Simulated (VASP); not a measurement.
Input of a VASP 6.6.1 run:

The input INCAR:

```
ALGO     = Normal         # electronic algorithm
EDIFF    = 1E-6           # SCF threshold, eV
ENCUT    = 520            # plane-wave cutoff, eV
GGA      = CA             # functional
ISIF     = 2              # what is computed and relaxed
ISMEAR   = 0              # smearing method
LASPH    = True           # aspherical terms in the spheres
LCHARG   = True           # write CHGCAR
LELF     = True           # ELF
LREAL    = False          # projectors in reciprocal space
LVHAR    = True         
LWAVE    = False          # write WAVECAR
NBANDS   = 11             # bands
NELM     = 100            # most SCF steps
PREC     = Accurate       # precision mode
SIGMA    = 0.15           # smearing width, eV
```

The input KPOINTS:

```
k-points
0
Gamma
  24 24 24
```

File POSCAR:

```
Ni
1.0
    0.0000000000      1.7457037470      1.7457037470
    1.7457037470      0.0000000000      1.7457037470
    1.7457037470      1.7457037470      0.0000000000
Ni
1
Direct
    0.0000000000      0.0000000000      0.0000000000
```

Potentials or basis: VASP PAW LDA potentials, release 64 (Ni).

The run is started by

```bash
$ cat potpaw_LDA.64/Ni/POTCAR > POTCAR
$ mpirun -np 1 vasp_std > vasp.out
```

(1) Predict the pressure.

(2) Predict the band gap on the k mesh.

Results:

(1) -13.7 GPa.

(2) zero (bands 5 and 6 overlap by 0.98 eV).

Caveat: the cell stands under tension; the run has no spin polarisation, though such a crystal can be magnetic.
